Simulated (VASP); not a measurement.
# LiCl (Fm-3m) in VASP: notebook

Aim: see how the results for LiCl move with the level of theory and the settings. Levels: PBE-based screened hybrid with 15 % exact exchange, HSE06, PBE-based screened hybrid with 20 % exact exchange, HSE06+D3(BJ). Tasks: single point.

Everything below comes from runs of VASP 6.6.1. Logs are shortened: lines on timing, memory, paths and dates and some standing lists are left out, and cuts for length are marked.

## (1) The cell of the first run

The structure is cubic, space group Fm-3m (No. 225). Conventional cell: a = 5.112 Å, b = 5.112 Å, c = 5.112 Å, α = 90.00°, β = 90.00°, γ = 90.00°. Li (site symmetry m-3m) has 6 Cl at 2.56 Å within 3.4 Å. Within 3.4 Å of Cl (site symmetry m-3m) lie 6 Li at 2.56 Å.

## (2) Single point, PBE-based screened hybrid with 15 % exact exchange

Input file POSCAR:

```
LiCl
1.0
    0.0000000000      2.5560369945      2.5560369945
    2.5560369945      0.0000000000      2.5560369945
    2.5560369945      2.5560369945      0.0000000000
Li Cl
1 1
Direct
    0.0000000000      0.0000000000      0.0000000000
    0.5000000000      0.5000000000      0.5000000000
```

Input file INCAR.step1:

```
SYSTEM = LiCl
PREC = Accurate ; ENCUT = 520
EDIFF = 1E-5 ; ISMEAR = 0
SIGMA = 0.01 ; LREAL = .FALSE.
LASPH = .TRUE. ; NELM = 100
ALGO = Normal ; ISIF = 2
LWAVE = .TRUE. ; LCHARG = .FALSE.
GGA = PE ; NBANDS = 12
```

Input file INCAR.step2:

```
SYSTEM = LiCl
PREC = Accurate ; ENCUT = 520
EDIFF = 1E-7 ; ISMEAR = 0
SIGMA = 0.01 ; LREAL = .FALSE.
LASPH = .TRUE. ; NELM = 100
ALGO = Normal ; ISIF = 2
LWAVE = .FALSE. ; LCHARG = .FALSE.
GGA = PE ; LHFCALC = .TRUE.
AEXX = 0.15 ; HFSCREEN = 0.1
PRECFOCK = Normal ; ISTART = 1
NBANDS = 12
```

Input file KPOINTS:

```
Automatic mesh
0
G
  4 4 4
  0 0 0
```

Potentials or basis: VASP PAW PBE potentials, release 64 (Li_sv, Cl).

On the command line:

```console
$ cat potpaw_PBE.64/Li_sv/POTCAR potpaw_PBE.64/Cl/POTCAR > POTCAR
$ cp INCAR.step1 INCAR
$ mpirun -np 1 vasp_std > vasp.out
$ cp INCAR.step2 INCAR
$ mpirun -np 1 vasp_std > vasp.out
```

OUTCAR:

```text
SYSTEM = LiCl
   PREC = Accurate
   ENCUT = 520
   EDIFF = 1E-7
   ISMEAR = 0
   LREAL = .FALSE.
   LASPH = .TRUE.
   NELM = 100
   ISIF = 2
   GGA = PE
   LHFCALC = .TRUE.
   AEXX = 0.15
   HFSCREEN = 0.1
   PRECFOCK = Normal
   ISTART = 1

 ion  position               nearest neighbor table
   1  0.000  0.000  0.000-   2 2.56   2 2.56   2 2.56   2 2.56   2 2.56   2 2.56
   2  0.500  0.500  0.500-   1 2.56   1 2.56   1 2.56   1 2.56   1 2.56   1 2.56

  LATTYP: Found a face centered cubic cell.
 ALAT       =     5.1120739890

  Lattice vectors:

 A1 = (   0.0000000000,   2.5560369945,   2.5560369945)
 A2 = (   2.5560369945,   0.0000000000,   2.5560369945)
 A3 = (   2.5560369945,   2.5560369945,   0.0000000000)

Analysis of symmetry for initial positions (statically):
=====================================================================
 Subroutine PRICEL returns:
 Original cell was already a primitive cell.

 Routine SETGRP: Setting up the symmetry group for a
 face centered cubic supercell.

 Subroutine GETGRP returns: Found 48 space group operations
 (whereof 48 operations were pure point group operations)
 out of a pool of 48 trial point group operations.

The static configuration has the point symmetry O_h .

Analysis of symmetry for dynamics (positions and initial velocities):
=====================================================================
 Subroutine PRICEL returns:
 Original cell was already a primitive cell.

 Routine SETGRP: Setting up the symmetry group for a
 face centered cubic supercell.

 Subroutine GETGRP returns: Found 48 space group operations
 (whereof 48 operations were pure point group operations)
 out of a pool of 48 trial point group operations.

The dynamic configuration has the point symmetry O_h .

 Subroutine INISYM returns: Found 48 space group operations
 (whereof 48 operations are pure point group operations),
 and found     1 'primitive' translations

----------------------------------------------------------------------------------------

                                     Primitive cell

  volume of cell :      33.3988

  direct lattice vectors                    reciprocal lattice vectors
     0.000000000  2.556036994  2.556036994    -0.195615322  0.195615322  0.195615322
     2.556036994  0.000000000  2.556036994     0.195615322 -0.195615322  0.195615322
     2.556036994  2.556036994  0.000000000     0.195615322  0.195615322 -0.195615322

  length of vectors
     3.614782184  3.614782184  3.614782184     0.338815677  0.338815677  0.338815677

  position of ions in fractional coordinates (direct lattice)
     0.000000000  0.000000000  0.000000000
     0.500000000  0.500000000  0.500000000

  ion indices of the primitive-cell ions
   primitive index   ion index
                 1           1
                 2           2

----------------------------------------------------------------------------------------

 KPOINTS: Automatic mesh

Automatic generation of k-mesh.
 Grid dimensions read from file:
 generate k-points for:    4    4    4

 Generating k-lattice:

  Cartesian coordinates                     Fractional coordinates (reciprocal lattice)
    -0.048903831  0.048903831  0.048903831     0.250000000  0.000000000  0.000000000
     0.048903831 -0.048903831  0.048903831     0.000000000  0.250000000  0.000000000
     0.048903831  0.048903831 -0.048903831     0.000000000  0.000000000  0.250000000

  Length of vectors
     0.084703919  0.084703919  0.084703919

  Shift w.r.t. Gamma in fractional coordinates (k-lattice)
     0.000000000  0.000000000  0.000000000

 Subroutine IBZKPT returns following result:
 ===========================================

 Found      8 irreducible k-points:

 Following reciprocal coordinates:
            Coordinates               Weight
  0.000000  0.000000  0.000000      1.000000
  0.250000  0.000000  0.000000      8.000000
  0.500000  0.000000  0.000000      4.000000
  0.250000  0.250000  0.000000      6.000000
  0.500000  0.250000  0.000000     24.000000
 -0.250000  0.250000  0.000000     12.000000
  0.500000  0.500000  0.000000      3.000000
 -0.250000  0.500000  0.250000      6.000000
   k-points           NKPTS =      8   k-points in BZ     NKDIM =     64   number of bands    NBANDS=     12
   number of dos      NEDOS =    301   number of ions     NIONS =      2
   total plane-waves  NPLWV =  21952
   dimension x,y,z NGX =    28 NGY =   28 NGZ =   28
   dimension x,y,z NGXF=    56 NGYF=   56 NGZF=   56
   ions per type =               1   1
   NGX,Y,Z   is equivalent  to a cutoff of  12.88, 12.88, 12.88 a.u.
   NGXF,Y,Z  is equivalent  to a cutoff of  25.75, 25.75, 25.75 a.u.
 SYSTEM =  LiCl
   PREC   = accura    normal or accurate (medium, high low for compatibility)
   ISTART =      1    job   : 0-new  1-cont  2-samecut
   ICHARG =      0    charge: 1-file 2-atom 10-const
   ISPIN  =      1    spin polarized calculation?
   LNONCOLLINEAR =      F non collinear calculations
   LSORBIT =      F    spin-orbit coupling
   LASPH  =      T    aspherical Exc in radial PAW
   ENCUT  =  520.0 eV  38.22 Ry    6.18 a.u.   6.72  6.72  6.72*2*pi/ulx,y,z
   NELM   =    100;   NELMIN=  2; NELMDL=  0     # of ELM steps
   EDIFF  = 0.1E-06   stopping-criterion for ELM
   LREAL  =      F    real-space projection
   EDIFFG = 0.1E-05   stopping-criterion for IOM
   NSW    =      0    number of steps for IOM
   IBRION =     -1    ionic relax: 0-MD 1-quasi-New 2-CG
   NFREE  =      0    steps in history (QN), initial steepest desc. (CG)
   ISIF   =      2    stress and relaxation
   ISYM   =      3    0-nonsym 1-usesym 2-fastsym
   POTIM  = 0.5000    time-step for ionic-motion
   TEBEG  =    0.0;   TEEND  =   0.0 temperature during run
   PSTRESS=    0.0 pullay stress
   NELECT =      10.0000    total number of electrons
   NUPDOWN=      -1.0000    fix difference up-down
   EMIN   =  10.00;   EMAX   =-10.00  energy-range for DOS
   EFERMI =   0.00;   METHOD = LEGACY
   ISMEAR =     0;   SIGMA  =   0.01  broadening in eV -4-tet -1-fermi 0-gaus
   EFERMI_NEDOS =   21; number of points for ismear=-14 and -15
   IALGO  =     38    algorithm
   IMIX   =      1    mixing-type and parameters
     AMIX     =   0.40;   BMIX     =  1.00
     AMIX_MAG =   1.60;   BMIX_MAG =  1.00
  volume/ion in A,a.u.               =      16.70       112.69
  Fermi-wavevector in a.u.,A,eV,Ry     =   1.095211  2.069648 16.320006  1.199487
  Thomas-Fermi vector in A             =   2.231530
   LORBIT       =      0    0 simple, 1 ext, 2 COOP (PROOUT), +10 PAW based schemes
   GGA     = PE    functional components
   LHFCALC =     T    Hartree Fock is set to
   PRECFOCK=normal    Normal, Fast or Accurate (Low or Medium for compatibility)
   ENCUT4O =  -1.0   cutoff for four orbital integrals eV
   NKREDX  =     1    reduce k-point grid by
   NKREDY  =     1    reduce k-point grid by
   NKREDZ  =     1    reduce k-point grid by
   AEXX    =    0.1500 exact exchange contribution
   HFSCREEN=    0.1000 screening length (either q_TF or 0.3 A-1)
   HFSCREENC=   0.1000 screening length for correlation (either q_TF or 0.3 A-1)
   ENCUTFOCK=  -1.0 apply spherical cutoff to Coloumb kernel
   IVDW    =     0    specifies the selected vdW correction
   LEPSILON=     F    determine dielectric tensor
   LRPA    =     F    only Hartree local field effects (RPA)
 non-spin polarized calculation
 Gauss-broadening in eV      SIGMA  =   0.01
  energy-cutoff  :      520.00
  volume of cell :       33.40
 maximum number of plane-waves:       934
 NGX is ok and might be reduce to    28
  NGX = 24; NGY = 24; NGZ = 24

 number of electron      10.0000003 magnetization

 Free energy of the ion-electron system (eV)
  ---------------------------------------------------
  ext. energy  EPLUGINS =         0.00000000
  ---------------------------------------------------
  free energy    TOTEN  =        -8.17839072 eV

  energy without entropy =       -8.17839072  energy(sigma->0) =       -8.17839072

 E-fermi :   0.0199     XC(G=0):  -7.7716

 val. band max:       -0.0372547856   @ k =   0.0000   0.0000   0.0000
 cond. band min:       7.4191741944   @ k =   0.0000   0.0000   0.0000
 fundamental gap:      7.4564289800
 Fermi energy:         0.0199031609

 k-point     1 :       0.0000    0.0000    0.0000
  band No.  band energies     occupation
      1     -45.2083      2.00000
      2     -14.2448      2.00000
      3      -0.0373      2.00000
      4      -0.0373      2.00000
      5      -0.0373      2.00000
      6       7.4192      0.00000
      7      13.0589      0.00000
      8      13.0589      0.00000
      9      13.0589      0.00000
     10      15.8015      0.00000
     11      15.8016      0.00000
     12      15.8032      0.00000

 k-point     2 :       0.2500    0.0000    0.0000
  band No.  band energies     occupation
      1     -45.2068      2.00000
      2     -13.9544      2.00000
      3      -1.7155      2.00000
      4      -0.1823      2.00000
      5      -0.1823      2.00000
      6       8.2957      0.00000
      7      11.8256      0.00000
      8      11.8257      0.00000
      9      12.1490      0.00000
     10      15.1636      0.00000
     11      15.1636      0.00000
     12      16.8172      0.00000

 k-point     3 :       0.5000    0.0000    0.0000
  band No.  band energies     occupation
      1     -45.2052      2.00000
      2     -13.6269      2.00000
      3      -3.0469      2.00000
      4      -0.3139      2.00000
      5      -0.3139      2.00000
      6       7.7711      0.00000
      7      10.5950      0.00000
      8      10.5950      0.00000
      9      14.3271      0.00000
     10      18.1282      0.00000
     11      18.5090      0.00000
     12      18.5090      0.00000
[... 46 lines left out ...]
 k-point     7 :       0.5000    0.5000    0.0000
  band No.  band energies     occupation
      1     -45.2042      2.00000
      2     -13.3618      2.00000
      3      -3.1235      2.00000
      4      -1.2142      2.00000
      5      -1.2142      2.00000
      6       8.9479      0.00000
      7       9.2600      0.00000
      8      13.7466      0.00000
      9      15.4375      0.00000
     10      15.4376      0.00000
     11      18.4056      0.00000
     12      20.0514      0.00000

 k-point     8 :      -0.2500    0.5000    0.2500
  band No.  band energies     occupation
      1     -45.2041      2.00000
      2     -13.3709      2.00000
      3      -2.2958      2.00000
      4      -2.2958      2.00000
      5      -1.1667      2.00000
      6      10.6962      0.00000
      7      11.2958      0.00000
      8      11.5699      0.00000
      9      11.5700      0.00000
     10      17.2728      0.00000
     11      17.2728      0.00000
     12      20.1032      0.00000

------------------------ aborting loop because EDIFF is reached ----------------------------------------

  FORCE on cell =-STRESS in cart. coord.  units (eV):
  Direction    XX          YY          ZZ          XY          YZ          ZX
  --------------------------------------------------------------------------------------
  -------------------------------------------------------------------------------------
  Total        0.0542594      0.0542594      0.0542594      0.0000000     -0.0000000      0.0000000
  in kB        2.6028806      2.6028806      2.6028806      0.0000000     -0.0000000      0.0000000
  external PRESSURE =       2.6028806 kB  Pullay stress =       0.0000000 kB

 VOLUME and BASIS-vectors are now :
 -----------------------------------------------------------------------------
  energy-cutoff  :      520.00
  volume of cell :       33.40
      direct lattice vectors                 reciprocal lattice vectors
     0.000000000  2.556036994  2.556036994    -0.195615322  0.195615322  0.195615322
     2.556036994  0.000000000  2.556036994     0.195615322 -0.195615322  0.195615322
     2.556036994  2.556036994  0.000000000     0.195615322  0.195615322 -0.195615322

 POSITION                                       TOTAL-FORCE (eV/Angst)
 -----------------------------------------------------------------------------------
      0.00000      0.00000      0.00000         0.000000      0.000000     -0.000000
      2.55604      2.55604      2.55604        -0.000000     -0.000000      0.000000
 -----------------------------------------------------------------------------------
    total drift:                               -0.000000      0.000000      0.000000

  FREE ENERGIE OF THE ION-ELECTRON SYSTEM (eV)
  ---------------------------------------------------
  free  energy   TOTEN  =        -8.1783907217 eV

  energy  without entropy=       -8.1783907217  energy(sigma->0) =       -8.17839072
```

Wall time 2.9 min (1 thread of Intel Xeon 8259CL, shared host); peak memory 0.25 GiB.

What came out:

```yaml
Free_energy: -8.1784 eV
Band_gap_on_the_k_mesh: 7.46 eV
```

Levels at points of the mesh, in eV from the valence-band top:
```tsv
k point	band 2	band 3	band 4	band 5	band 6	band 7	band 8	band 9
(0.00, 0.00, 0.00)	-14.21	0.00	0.00	0.00	7.46	13.10	13.10	13.10
(0.50, 0.00, 0.00)	-13.59	-3.01	-0.28	-0.28	7.81	10.63	10.63	14.36
(0.50, 0.50, 0.00)	-13.32	-3.09	-1.18	-1.18	8.99	9.30	13.78	15.47
```

Caveat: the k points lie up to 0.53 Å⁻¹ apart; the cutoff is under 1.25 times the usual one of these potentials, so pressure, stress and relaxed cells hold a basis-set (Pulay) error; the PAW data sets were made with another functional, which shifts forces and pressure a little. A k mesh can miss the band edges.

## (3) Single point, HSE06

POSCAR is that of step 2.

Input file INCAR.step1:

```
PREC = Accurate
ENCUT = 520
EDIFF = 1E-5
ISMEAR = 0
SIGMA = 0.01
LREAL = F
LASPH = T
NELM = 60
ALGO = Normal
ISIF = 2
LWAVE = T
LCHARG = F
GGA = PE
NBANDS = 12
```

Input file INCAR.step2:

```
PREC = Accurate
ENCUT = 520
EDIFF = 1E-6
ISMEAR = 0
SIGMA = 0.01
LREAL = F
LASPH = T
NELM = 60
ALGO = Normal
ISIF = 2
LWAVE = F
LCHARG = F
GGA = PE
LHFCALC = T
HFSCREEN = 0.2079
PRECFOCK = Normal
ISTART = 1
NBANDS = 12
```

Input file KPOINTS:

```
regular mesh
0
Gamma
  4 4 4
```

Potentials or basis: VASP PAW PBE potentials, release 64 (Li_sv, Cl).

On the command line:

```console
$ cat potpaw_PBE.64/Li_sv/POTCAR potpaw_PBE.64/Cl/POTCAR > POTCAR
$ cp INCAR.step1 INCAR
$ mpirun -np 1 vasp_std > vasp.out
$ cp INCAR.step2 INCAR
$ mpirun -np 1 vasp_std > vasp.out
```

It took 2.6 min on 1 thread of Intel Xeon 8259CL, shared host; peak memory 0.25 GiB.

It converged, with:

| Property | Result |
| --- | --- |
| Free energy | -8.4539 eV |
| Band gap on the k mesh | 7.80 eV |

Levels at points of the mesh, in eV from the valence-band top:
```csv
k point,band 3,band 4,band 5,band 6,band 7,band 8
"(0.00, 0.00, 0.00)",0.00,0.00,0.00,7.80,13.47,13.47
"(0.50, 0.00, 0.00)",-3.09,-0.29,-0.29,8.14,11.00,11.00
"(0.50, 0.50, 0.00)",-3.16,-1.21,-1.21,9.32,9.61,14.23
```

Caveat: the k points lie up to 0.53 Å⁻¹ apart; the cutoff is under 1.25 times the usual one of these potentials, so pressure, stress and relaxed cells hold a basis-set (Pulay) error; the PAW data sets were made with another functional, which shifts forces and pressure a little.

## (4) Single point, PBE-based screened hybrid with 20 % exact exchange

POSCAR is that of step 3.

Input file INCAR.step1:

```
SYSTEM = LiCl
  PREC = Accurate
  ENCUT = 520
  EDIFF = 1E-5
  ISMEAR = 0
  SIGMA = 0.01
  LREAL = .False.
  LASPH = .True.
  NELM = 80
  ALGO = Normal
  ISIF = 2
  LWAVE = .True.
  LCHARG = .False.
  NBANDS = 12
  GGA = PE
```

Input file INCAR.step2:

```
SYSTEM = LiCl
  PREC = Accurate
  ENCUT = 520
  EDIFF = 1E-6
  ISMEAR = 0
  SIGMA = 0.01
  LREAL = .False.
  LASPH = .True.
  NELM = 80
  ALGO = Normal
  ISIF = 2
  LWAVE = .False.
  LCHARG = .False.
  GGA = PE
  LHFCALC = .True.
  AEXX = 0.2
  HFSCREEN = 0.5
  PRECFOCK = Normal
  NBANDS = 12
  ISTART = 1
```

Input file KPOINTS:

```
Automatic mesh
0
Gamma
  4 4 4
  0 0 0
```

On the command line:

```console
$ cat potpaw_PBE.64/Li_sv/POTCAR potpaw_PBE.64/Cl/POTCAR > POTCAR
$ cp INCAR.step1 INCAR
$ mpirun -np 1 vasp_std > vasp.out
$ cp INCAR.step2 INCAR
$ mpirun -np 1 vasp_std > vasp.out
```

It took 2.3 min on 1 thread of Intel Xeon 8259CL, shared host; peak memory 0.26 GiB.

The run converged. Its results:

| Property | Result |
| --- | --- |
| Free energy | -7.8654 eV |
| Band gap on the k mesh | 7.00 eV |

Levels at points of the mesh, in eV from the valence-band top:
| k point | band 3 | band 4 | band 5 | band 6 | band 7 | band 8 |
| --- | --- | --- | --- | --- | --- | --- |
| (0.00, 0.00, 0.00) | 0.00 | 0.00 | 0.00 | 7.00 | 12.59 | 12.59 |
| (0.50, 0.00, 0.00) | -2.95 | -0.28 | -0.28 | 7.35 | 10.14 | 10.14 |
| (0.50, 0.50, 0.00) | -3.02 | -1.16 | -1.16 | 8.50 | 8.83 | 13.29 |

Caveat: the k points lie up to 0.53 Å⁻¹ apart; the cutoff is under 1.25 times the usual one of these potentials, so pressure, stress and relaxed cells hold a basis-set (Pulay) error; the PAW data sets were made with another functional, which shifts forces and pressure a little.

## (5) Single point, HSE06+D3(BJ)

POSCAR is that of step 4.

Input file INCAR.step1:

```
PREC = Accurate
ENCUT = 520
EDIFF = 1E-5
ISMEAR = 0
SIGMA = 0.01
LREAL = False
LASPH = True
NELM = 60
ALGO = Normal
ISIF = 2
LWAVE = True
NBANDS = 12
GGA = PE
```

Input file INCAR.step2:

```
PREC = Accurate
ENCUT = 520
EDIFF = 1E-7
ISMEAR = 0
SIGMA = 0.01
LREAL = False
LASPH = True
NELM = 60
ALGO = Normal
ISIF = 2
LWAVE = False
LCHARG = True
GGA = PE
LHFCALC = True
HFSCREEN = 0.2079
PRECFOCK = Normal
IVDW = 12
VDW_S6 = 1.0
VDW_S8 = 2.31
VDW_A1 = 0.383
VDW_A2 = 5.685
LELF = True
LVHAR = True
NBANDS = 12
ISTART = 1
```

Input file KPOINTS:

```
regular mesh
0
Gamma
  4 4 4
```

On the command line:

```console
$ cat potpaw_PBE.64/Li_sv/POTCAR potpaw_PBE.64/Cl/POTCAR > POTCAR
$ cp INCAR.step1 INCAR
$ mpirun -np 1 vasp_std > vasp.out
$ cp INCAR.step2 INCAR
$ mpirun -np 1 vasp_std > vasp.out
```

Run time: 2.7 min. Hardware: 1 thread of Intel Xeon 8259CL, shared host; peak memory 0.26 GiB.

Results (log left out):

```yaml
Free_energy: -8.9479 eV
Band_gap_on_the_k_mesh: 7.80 eV
Dispersion_energy_per_atom: -0.247 eV
```

Levels at points of the mesh, in eV from the valence-band top:
| k point | band 1 | band 2 | band 3 | band 4 | band 5 | band 6 | band 7 | band 8 | band 9 | band 10 |
| --- | --- | --- | --- | --- | --- | --- | --- | --- | --- | --- |
| (0.00, 0.00, 0.00) | -46.26 | -14.70 | 0.00 | 0.00 | 0.00 | 7.80 | 13.47 | 13.47 | 13.47 | 16.29 |
| (0.50, 0.00, 0.00) | -46.26 | -14.06 | -3.09 | -0.29 | -0.29 | 8.14 | 11.00 | 11.00 | 14.83 | 18.58 |
| (0.50, 0.50, 0.00) | -46.26 | -13.79 | -3.16 | -1.21 | -1.21 | 9.32 | 9.61 | 14.23 | 15.94 | 15.94 |

Caveat: the k points lie up to 0.53 Å⁻¹ apart; the cutoff is under 1.25 times the usual one of these potentials, so pressure, stress and relaxed cells hold a basis-set (Pulay) error; the PAW data sets were made with another functional, which shifts forces and pressure a little. A k mesh can miss the band edges.

## (6) Overview

```tsv
level	share of exact exchange	screening parameter	gap on the mesh (eV)
PBE-based screened hybrid with 15 % exact exchange	0.15	0.1 1/Å	7.46
HSE06	0.25	0.2079 1/Å	7.80
PBE-based screened hybrid with 20 % exact exchange	0.2	0.5 1/Å	7.00
HSE06+D3(BJ)	0.25	0.2079 1/Å	7.80
```

Alike in all rows: task single point; potentials or basis VASP PAW PBE potentials, release 64 (Li_sv, Cl); no spin polarisation; cell as given; k mesh 4 × 4 × 4; cutoff (eV) 520; smearing gaussian 0.01 eV.

Caveats: all runs use coarse meshes; the cutoff is under 1.25 times the usual one of these potentials, so pressure, stress and relaxed cells hold a basis-set (Pulay) error; the PAW data sets were made with another functional, which shifts forces and pressure a little.

Absolute energies hang on the potentials; compare differences alone.
